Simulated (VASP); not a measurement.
# Au (Im-3m) in VASP: notebook, part 2 of 2

VASP 6.6.1. Earlier steps stand in the parts before.

## 4. Single point, r2SCAN (volume scaled by 0.94)

The input, POSCAR:

```
Au
1.0
   -1.6042563975      1.6042563975      1.6042563975
    1.6042563975     -1.6042563975      1.6042563975
    1.6042563975      1.6042563975     -1.6042563975
Au
1
Direct
    0.0000000000      0.0000000000      0.0000000000
```

The input, INCAR.step1:

```
SYSTEM = Au
ALGO     = Normal         ! electronic algorithm
EDIFF    = 1E-4           ! SCF threshold, eV
ENCUT    = 520            ! plane-wave cutoff, eV
GGA      = PE             ! functional
ISMEAR   = 0              ! smearing method
LASPH    = .TRUE.         ! aspherical terms in the spheres
LCHARG   = .FALSE.        ! write CHGCAR
LREAL    = .FALSE.        ! projectors in reciprocal space
LWAVE    = .TRUE.         ! write WAVECAR
NBANDS   = 12             ! bands
NELM     = 60             ! most SCF steps
PREC     = Accurate       ! precision mode
SIGMA    = 0.1            ! smearing width, eV
```

The input, INCAR.step2:

```
SYSTEM = Au
ALGO     = Normal         ! electronic algorithm
EDIFF    = 1E-6           ! SCF threshold, eV
ENCUT    = 520            ! plane-wave cutoff, eV
ISIF     = 2              ! what is computed and relaxed
ISMEAR   = 0              ! smearing method
ISTART   = 1            
LASPH    = .TRUE.         ! aspherical terms in the spheres
LCHARG   = .TRUE.         ! write CHGCAR
LELF     = .TRUE.         ! ELF
LMIXTAU  = .TRUE.       
LREAL    = .FALSE.        ! projectors in reciprocal space
LVHAR    = .TRUE.       
LWAVE    = .FALSE.        ! write WAVECAR
METAGGA  = R2SCAN         ! meta-GGA
NBANDS   = 12             ! bands
NELM     = 60             ! most SCF steps
PREC     = Accurate       ! precision mode
SIGMA    = 0.1            ! smearing width, eV
```

The input, KPOINTS:

```
k-points
0
G
  18 18 18
  0 0 0
```

Potentials or basis: VASP PAW PBE potentials, release 64 (Au).

The run is started by

```console
> cat potpaw_PBE.64/Au/POTCAR > POTCAR
> cp INCAR.step1 INCAR
> mpirun -np 1 vasp_std > vasp.out
> cp INCAR.step2 INCAR
> mpirun -np 1 vasp_std > vasp.out
```

OUTCAR:

```text
SYSTEM = Au
   EDIFF = 1E-6
   ENCUT = 520
   ISIF = 2
   ISMEAR = 0
   ISTART = 1
   LASPH = .TRUE.
   LREAL = .FALSE.
   METAGGA = R2SCAN
   NELM = 60
   PREC = Accurate

 ion  position               nearest neighbor table
   1  0.000  0.000  0.000-

  LATTYP: Found a body centered cubic cell.
 ALAT       =     3.2085127950

  Lattice vectors:

 A1 = (  -1.6042563975,   1.6042563975,   1.6042563975)
 A2 = (   1.6042563975,  -1.6042563975,   1.6042563975)
 A3 = (   1.6042563975,   1.6042563975,  -1.6042563975)

Analysis of symmetry for initial positions (statically):
=====================================================================
 Subroutine PRICEL returns:
 Original cell was already a primitive cell.

 Routine SETGRP: Setting up the symmetry group for a
 body centered cubic supercell.

 Subroutine GETGRP returns: Found 48 space group operations
 (whereof 48 operations were pure point group operations)
 out of a pool of 48 trial point group operations.

The static configuration has the point symmetry O_h .

Analysis of symmetry for dynamics (positions and initial velocities):
=====================================================================
[... 162 lines left out ...]
 Fermi energy:         9.9318847812

 k-point     1 :       0.0000    0.0000    0.0000
  band No.  band energies     occupation
      1      -0.5713      2.00000
      2       4.5253      2.00000
      3       4.5253      2.00000
      4       4.5253      2.00000
      5       6.6124      2.00000
      6       6.6124      2.00000
      7      27.2944      0.00000
      8      27.2944      0.00000
      9      27.2944      0.00000
     10      35.7863      0.00000
     11      35.7863      0.00000
     12      35.7863      0.00000
[... 331 lines left out ...]
 k-point    24 :       0.3889    0.1111    0.0000
  band No.  band energies     occupation
      1       2.3179      2.00000
      2       3.4718      2.00000
      3       6.1447      2.00000
      4       6.4751      2.00000
      5       7.3516      2.00000
      6      10.0741      0.04432
      7      14.7597      0.00000
      8      22.4452      0.00000
      9      24.2820      0.00000
     10      32.5278      0.00000
     11      34.0966      0.00000
     12      34.7601      0.00000

 [... further k-points ...]
[... 5 lines left out ...]
  --------------------------------------------------------------------------------------
  -------------------------------------------------------------------------------------
  Total        1.2164307      1.2164307      1.2164307      0.0000000     -0.0000000      0.0000000
  in kB      118.0094015    118.0094015    118.0094015      0.0000000     -0.0000000      0.0000000
  external PRESSURE =     118.0094015 kB  Pullay stress =       0.0000000 kB

 VOLUME and BASIS-vectors are now :
 -----------------------------------------------------------------------------
  energy-cutoff  :      520.00
  volume of cell :       16.52
      direct lattice vectors                 reciprocal lattice vectors
    -1.604256397  1.604256397  1.604256397     0.000000000  0.311670878  0.311670878
     1.604256397 -1.604256397  1.604256397     0.311670878  0.000000000  0.311670878
     1.604256397  1.604256397 -1.604256397     0.311670878  0.311670878  0.000000000

 POSITION                                       TOTAL-FORCE (eV/Angst)
 -----------------------------------------------------------------------------------
      0.00000      0.00000      0.00000         0.000000     -0.000000     -0.000000
 -----------------------------------------------------------------------------------
    total drift:                                0.000000      0.000000     -0.000000

  FREE ENERGIE OF THE ION-ELECTRON SYSTEM (eV)
  ---------------------------------------------------
  free  energy   TOTEN  =       -50.5377507690 eV

  energy  without entropy=      -50.5373851818  energy(sigma->0) =      -50.53756798
```

Wall time 49 s (1 thread of Intel Xeon 6975P-C (Granite Rapids), shared host); peak memory 0.17 GiB.

What came out:

```
Free energy : -50.5378 eV
Pressure    : 11.8 GPa
```

Caveat: the PAW data sets were made with another functional, which shifts forces and pressure a little; spin-orbit coupling is left out, which moves the levels of the heavy elements.

## 5. The runs side by side

```tsv
cell	gap on the mesh (eV)	pressure (GPa)
a = 2.718 Å, angles 109.5°, 1 atom	none	29.2
a = 2.749 Å, angles 109.5°, 1 atom	none	19.6
a = 2.779 Å, angles 109.5°, 1 atom	none	11.8
```

Alike in all rows: task single point; level r2SCAN; potentials or basis VASP PAW PBE potentials, release 64 (Au); no spin polarisation; k mesh 18 × 18 × 18; cutoff (eV) 520; smearing gaussian 0.1 eV.

Caveats: the PAW data sets were made with another functional, which shifts forces and pressure a little; spin-orbit coupling is left out, which moves the levels of the heavy elements.

Total energies depend on the potentials used, so only differences within one code and one set of settings carry meaning.
